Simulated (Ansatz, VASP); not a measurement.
**ZnS: VASP beside Ansatz**

```
Zn S
1.0
     3.81100    0.00000    0.00000
    -1.90550    3.30042    0.00000
     0.00000    0.00000    6.23400
Zn S
2 2
Direct
  0.33333 0.66667 0.00000
  0.66667 0.33333 0.50000
  0.35126 0.67979 0.39195
  0.68459 0.34645 0.89195
```

Change from the starting cell: all S atoms moved +0.075 Å, as atom 3 along Cartesian [1 1 1].

Alike in both runs: task single point; functional r2SCAN; k mesh 6 × 6 × 4; occupations gaussian, width 0.05 eV; no spin polarisation.

```csv
,VASP,Ansatz
version,VASP 6.6.1,Ansatz 0.2.0
potentials or method,"VASP PAW PBE potentials, release 64 (Zn, S), cutoff 520 eV","scalar-relativistic, plane waves, PAW"
valence electrons in the cell,36,36
```

VASP gave:

| Item | Value |
| --- | --- |
| gap on the k mesh at the Fermi level (eV) | 2.81 |
| least direct gap on the mesh (eV) | 2.81 |
| pressure (GPa) | 0.6 |
| traceless stress, the component that is largest in VASP (GPa) | -2.22 |
| rms of the force components (eV/Å) | 0.395 |

Problem. Which values does Ansatz return?

Solution. gap on the k mesh at the Fermi level (eV): 2.80; least direct gap on the mesh (eV): 2.80; pressure (GPa): 0.5; traceless stress, the component that is largest in VASP (GPa): -2.20; rms of the force components (eV/Å): 0.393.

VASP's potentials were made for PBE, not for r2SCAN. Atom by atom the forces differ by 0.002 eV/Å (rms over components).
